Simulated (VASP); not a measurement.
# LiH (P6_3/mmc) in VASP: settings compared, part 2 of 2

VASP 6.6.1. The steps go on from the part before.

### 5 Single point, r2SCAN (9.05 Å³/atom)

This run uses another cell than the first one, of 9.05 Å³/atom.

Contents of POSCAR:

```
LiH
1.0
    3.2219441530      0.0000000000      0.0000000000
   -1.6109720765      2.7902854860      0.0000000000
    0.0000000000      0.0000000000      4.0279637614
Li H
2 2
Direct
    0.3333333333      0.6666666667      0.2500000000
    0.6666666667      0.3333333333      0.7500000000
    0.6666666667      0.3333333333      0.2500000000
    0.3333333333      0.6666666667      0.7500000000
```

Contents of INCAR.step1:

```
SYSTEM = LiH
PREC = Accurate ; ENCUT = 520
ISMEAR = 0 ; SIGMA = 0.01
LREAL = .FALSE. ; LASPH = .TRUE.
NELM = 60 ; NBANDS = 12
GGA = PE ; ALGO = Normal
EDIFF = 1E-4 ; LWAVE = .TRUE.
LCHARG = .FALSE.
```

Contents of INCAR.step2:

```
SYSTEM = LiH
PREC = Accurate ; ENCUT = 520
EDIFF = 1E-6 ; ISMEAR = 0
SIGMA = 0.01 ; LREAL = .FALSE.
LASPH = .TRUE. ; NELM = 60
ALGO = Normal ; ISIF = 2
LWAVE = .FALSE. ; LCHARG = .FALSE.
METAGGA = R2SCAN ; LMIXTAU = .TRUE.
NBANDS = 12 ; ISTART = 1
```

Contents of KPOINTS:

```
regular mesh
0
G
  9 9 6
  0 0 0
```

On the command line:

```console
> cat potpaw_PBE.64/Li_sv/POTCAR potpaw_PBE.64/H/POTCAR > POTCAR
> cp INCAR.step1 INCAR
> mpirun -np 1 vasp_std > vasp.out
> cp INCAR.step2 INCAR
> mpirun -np 1 vasp_std > vasp.out
```

It took 1.8 min on 1 thread of Intel Xeon 8259CL, shared host; peak memory 0.15 GiB.

It converged, with:

| Quantity | Value |
| --- | --- |
| Free energy | -13.5318 eV |
| Band gap on the k mesh | 2.25 eV (least direct gap 3.59 eV) |

Levels at points of the mesh, in eV from the valence-band top:
```tsv
k point	band 2	band 3	band 4	band 5	band 6	band 7
(0.00, 0.00, 0.00)	-45.96	-5.39	0.00	3.59	11.80	11.80
(0.00, 0.00, 0.50)	-45.99	-3.83	-3.83	10.52	10.52	14.06
```

Caveat: the cutoff is under 1.25 times the usual one of these potentials, so pressure, stress and relaxed cells hold a basis-set (Pulay) error; the PAW data sets were made with another functional, which shifts forces and pressure a little. A k mesh can miss the band edges.

### 6 Single point, r2SCAN

This run uses another cell than the first one, of 9.33 Å³/atom.

Contents of POSCAR:

```
LiH
1.0
    3.2548234050      0.0000000000      0.0000000000
   -1.6274117025      2.8187597536      0.0000000000
    0.0000000000      0.0000000000      4.0690682714
Li H
2 2
Direct
    0.3333333333      0.6666666667      0.2500000000
    0.6666666667      0.3333333333      0.7500000000
    0.6666666667      0.3333333333      0.2500000000
    0.3333333333      0.6666666667      0.7500000000
```

Contents of INCAR.step1:

```
ALGO = Normal
EDIFF = 1E-4
ENCUT = 520
GGA = PE
ISMEAR = 0
LASPH = T
LCHARG = F
LREAL = F
LWAVE = T
NBANDS = 12
NELM = 60
PREC = Accurate
SIGMA = 0.01
```

Contents of INCAR.step2:

```
ALGO = Normal
EDIFF = 1E-6
ENCUT = 520
ISIF = 2
ISMEAR = 0
ISTART = 1
LASPH = T
LCHARG = T
LELF = T
LMIXTAU = T
LREAL = F
LVHAR = T
LWAVE = F
METAGGA = R2SCAN
NBANDS = 12
NELM = 60
PREC = Accurate
SIGMA = 0.01
```

Contents of KPOINTS:

```
k-points
0
Gamma
  9 9 6
```

Potentials or basis: VASP PAW PBE potentials, release 64 (Li_sv, H).

On the command line:

```console
> cat potpaw_PBE.64/Li_sv/POTCAR potpaw_PBE.64/H/POTCAR > POTCAR
> cp INCAR.step1 INCAR
> mpirun -np 1 vasp_std > vasp.out
> cp INCAR.step2 INCAR
> mpirun -np 1 vasp_std > vasp.out
```

OUTCAR:

```text
EDIFF = 1E-6
   ENCUT = 520
   ISIF = 2
   ISMEAR = 0
   ISTART = 1
   LASPH = T
   LREAL = F
   METAGGA = R2SCAN
   NELM = 60
   PREC = Accurate

 ion  position               nearest neighbor table
   1  0.333  0.667  0.250-
   2  0.667  0.333  0.750-
   3  0.667  0.333  0.250-
   4  0.333  0.667  0.750-

  LATTYP: Found a hexagonal cell.
 ALAT       =     3.2548234050
 C/A-ratio  =     1.2501656050

  Lattice vectors:

 A1 = (   3.2548234050,   0.0000000000,   0.0000000000)
 A2 = (  -1.6274117025,   2.8187597536,   0.0000000000)
 A3 = (   0.0000000000,   0.0000000000,   4.0690682714)

Analysis of symmetry for initial positions (statically):
=====================================================================
 Subroutine PRICEL returns:
 Original cell was already a primitive cell.

 Routine SETGRP: Setting up the symmetry group for a
 hexagonal supercell.

 Subroutine GETGRP returns: Found 24 space group operations
[... 182 lines left out ...]
      3      -5.6900      2.00000
      4      -0.4205      2.00000
      5       3.1869      0.00000
      6      11.2185      0.00000
      7      11.2189      0.00000
      8      11.8970      0.00000
      9      13.9613      0.00000
     10      13.9614      0.00000
     11      16.0248      0.00000
     12      18.7608      0.00000
[... 331 lines left out ...]
 k-point    24 :       0.3333    0.3333    0.1667
  band No.  band energies     occupation
      1     -46.4369      2.00000
      2     -46.4369      2.00000
      3      -2.5549      2.00000
      4      -2.5548      2.00000
      5       2.1399      0.00000
      6       8.1807      0.00000
      7       8.1808      0.00000
      8       8.2294      0.00000
      9      12.3087      0.00000
     10      12.3088      0.00000
     11      14.8762      0.00000
     12      19.1992      0.00000

 [... further k-points ...]

------------------------ aborting loop because EDIFF is reached ----------------------------------------

  FORCE on cell =-STRESS in cart. coord.  units (eV):
  Direction    XX          YY          ZZ          XY          YZ          ZX
  --------------------------------------------------------------------------------------
  -------------------------------------------------------------------------------------
  Total       -0.0478133     -0.0478133     -0.1053152      0.0000000     -0.0000000      0.0000000
  in kB       -2.0520091     -2.0520091     -4.5198186      0.0000000     -0.0000000      0.0000000
  external PRESSURE =      -2.8746123 kB  Pullay stress =       0.0000000 kB

 VOLUME and BASIS-vectors are now :
 -----------------------------------------------------------------------------
  energy-cutoff  :      520.00
  volume of cell :       37.33
      direct lattice vectors                 reciprocal lattice vectors
     3.254823405  0.000000000  0.000000000     0.307236331  0.177382978  0.000000000
    -1.627411702  2.818759754  0.000000000     0.000000000  0.354765956  0.000000000
     0.000000000  0.000000000  4.069068271     0.000000000  0.000000000  0.245756506

 POSITION                                       TOTAL-FORCE (eV/Angst)
 -----------------------------------------------------------------------------------
     -0.00000      1.87917      1.01727        -0.000000      0.000000      0.000000
      1.62741      0.93959      3.05180         0.000000     -0.000000      0.000000
      1.62741      0.93959      1.01727        -0.000000      0.000000      0.000000
     -0.00000      1.87917      3.05180        -0.000000      0.000000      0.000000
 -----------------------------------------------------------------------------------
    total drift:                               -0.000000      0.000000      0.000000

  FREE ENERGIE OF THE ION-ELECTRON SYSTEM (eV)
  ---------------------------------------------------
  free  energy   TOTEN  =       -13.5358576404 eV

  energy  without entropy=      -13.5358576404  energy(sigma->0) =      -13.53585764
```

Wall time 98 s (1 thread of Intel Xeon 8259CL, shared host); peak memory 0.15 GiB.

Results:

* Free energy: -13.5359 eV
* Band gap on the k mesh: 2.30 eV (least direct gap 3.61 eV)

Caveat: the cutoff is under 1.25 times the usual one of these potentials, so pressure, stress and relaxed cells hold a basis-set (Pulay) error; the PAW data sets were made with another functional, which shifts forces and pressure a little.

### 7 Summary

| level | cell | k mesh | gap on the mesh (eV) |
| --- | --- | --- | --- |
| PBE | a = 3.317, b = 3.317, c = 4.152 Å, angles 90.0, 90.0, 120.0°, 4 atoms | 9 × 9 × 6 | 1.95 |
| r2SCAN | a = 3.188, b = 3.188, c = 3.986 Å, angles 90.0, 90.0, 120.0°, 4 atoms | 9 × 9 × 6 | 2.19 |
| PBE | a = 3.255, b = 3.255, c = 4.069 Å, angles 90.0, 90.0, 120.0°, 4 atoms | 12 × 12 × 6 | 1.83 |
| r2SCAN | a = 3.222, b = 3.222, c = 4.028 Å, angles 90.0, 90.0, 120.0°, 4 atoms | 9 × 9 × 6 | 2.25 |
| r2SCAN | a = 3.255, b = 3.255, c = 4.069 Å, angles 90.0, 90.0, 120.0°, 4 atoms | 9 × 9 × 6 | 2.30 |

Alike in all rows: task single point; potentials or basis VASP PAW PBE potentials, release 64 (Li_sv, H); no spin polarisation; cutoff (eV) 520; smearing gaussian 0.01 eV.

Caveats: the cutoff is under 1.25 times the usual one of these potentials, so pressure, stress and relaxed cells hold a basis-set (Pulay) error; the PAW data sets were made with another functional, which shifts forces and pressure a little (at least some runs).

Total energies depend on the potentials used, so only differences within one code and one set of settings carry meaning.
